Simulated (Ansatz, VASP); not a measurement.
# One calculation of Al3Au, two programs

File POSCAR:

```
Al3Au
1.0
   -2.0253330000      2.0253330000      4.0566000000
    2.0253330000     -2.0253330000      4.0566000000
    2.0253330000      2.0253330000     -4.0566000000
Au Al
1 3
Direct
    0.0000000000      0.0000000000      0.0000000000
    0.5000000000      0.5000000000      0.0000000000
    0.2500000000      0.7500000000      0.5000000000
    0.7500000000      0.2500000000      0.5000000000
```

The input INCAR.step1:

```
SYSTEM = Al3Au
ALGO = Normal
EDIFF = 1E-4
ENCUT = 520
GGA = PE
ISMEAR = -1
LASPH = .TRUE.
LCHARG = .FALSE.
LREAL = .FALSE.
LWAVE = .TRUE.
NBANDS = 18
NELM = 100
PREC = Accurate
SIGMA = 0.05
```

Contents of INCAR.step2:

```
SYSTEM = Al3Au
ALGO = Normal
EDIFF = 1E-6
ENCUT = 520
ISIF = 2
ISMEAR = -1
ISTART = 1
LASPH = .TRUE.
LCHARG = .FALSE.
LMIXTAU = .TRUE.
LREAL = .FALSE.
LWAVE = .FALSE.
METAGGA = R2SCAN
NBANDS = 18
NELM = 100
PREC = Accurate
SIGMA = 0.05
```

File KPOINTS:

```
k-points
0
G
  9 9 9
  0 0 0
```

File input.yaml:

```yaml
crystal:
  lattice:
    - [-2.025333, 2.025333, 4.0566]
    - [2.025333, -2.025333, 4.0566]
    - [2.025333, 2.025333, -4.0566]
  atoms:
    - { symbol: Au, position: [0.0, 0.0, 0.0] }
    - { symbol: Al, position: [0.5, 0.5, 0.0] }
    - { symbol: Al, position: [0.25, 0.75, 0.5] }
    - { symbol: Al, position: [0.75, 0.25, 0.5] }
hamiltonian:
  xc: r2scan
  pseudopotentials: { kind: paw }
kpoints:
  mp_grid: { grid: [9, 9, 9] }
  band_path:
    path:
      - [[0.0, 0.0, 0.0], [0.0, 0.0, 0.5], [-0.1246345671, 0.1246345671, 0.5], [-0.3123172836, 0.3123172836, 0.3123172836], [0.0, 0.0, 0.0], [0.5, 0.5, -0.5], [0.3123172836, 0.6876827164, -0.3123172836], [0.0, 0.5, 0.0], [0.25, 0.25, 0.25], [0.5, 0.5, -0.1246345671], [0.5, 0.5, -0.5]]
      - [[0.0, 0.0, 0.5], [0.25, 0.25, 0.25]]
    npoints: 14
scf:
  occupations: { method: fermi_dirac, width: 0.05 }
  n_extra_bands: 10
output:
  forces: true
  stress: true
  eigenvalues: true
  fatbands: true
```

Alike in both runs: functional r2SCAN; k mesh 9 × 9 × 9; occupations fermi-dirac, width 0.05 eV; no spin polarisation.

|  | VASP | Ansatz |
| --- | --- | --- |
| version | VASP 6.6.1 | Ansatz 0.2.0 |
| potentials or method | VASP PAW PBE potentials, release 64 (Au, Al) | Ansatz PAW |
| plane-wave cutoff (eV) | 520 | 500 |
| valence electrons in the cell | 20 | 28 |
| task | single point | band structure |

```tsv
	VASP	Ansatz	Ansatz less VASP
gap on the k mesh at the Fermi level (eV)	none	none	-
pressure (GPa)	-3.2	-2.8	+0.31
traceless stress, the component that is largest in VASP (GPa)	-0.19	-0.20	-0.009
```

VASP's potentials were made for PBE, not for r2SCAN. A gap of «none» marks a metal or a gap that the smearing closes. VASP's potentials hold 20 valence electrons a cell and Ansatz's 28, so a difference there can come from the potentials and not from the codes.

Spin-orbit coupling is off throughout.
